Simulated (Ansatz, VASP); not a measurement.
# Ca in VASP and in Ansatz

```
Ca
1.0
     3.48866    0.00000    0.00000
     0.00000    3.48866    0.00000
     0.00000    0.00000    3.48866
Ca
1
Direct
  0.00000 0.00000 0.00000
```

Alike in both runs: task single point; functional PBE; dispersion D3(BJ); k mesh 4 × 4 × 4; no spin polarisation.

|  | VASP | Ansatz |
| --- | --- | --- |
| version | VASP 6.6.1 | Ansatz 0.2.0 |
| potentials or method | VASP PAW PBE potentials, release 64 (Ca_sv), cutoff 520 eV | scalar-relativistic, plane waves, PAW |
| occupations | methfessel-paxton of order 1, width 0.03 eV | cold, width 0.03 eV |
| valence electrons in the cell | 10 | 10 |

```tsv
	VASP	Ansatz	Ansatz less VASP
gap on the k mesh at the Fermi level (eV)	none	none	-
pressure (GPa)	0.6	0.6	-0.01
```

A gap of «none» marks a metal or a gap that the smearing closes.

The k mesh is coarse, so the values compare programs but aren't converged.
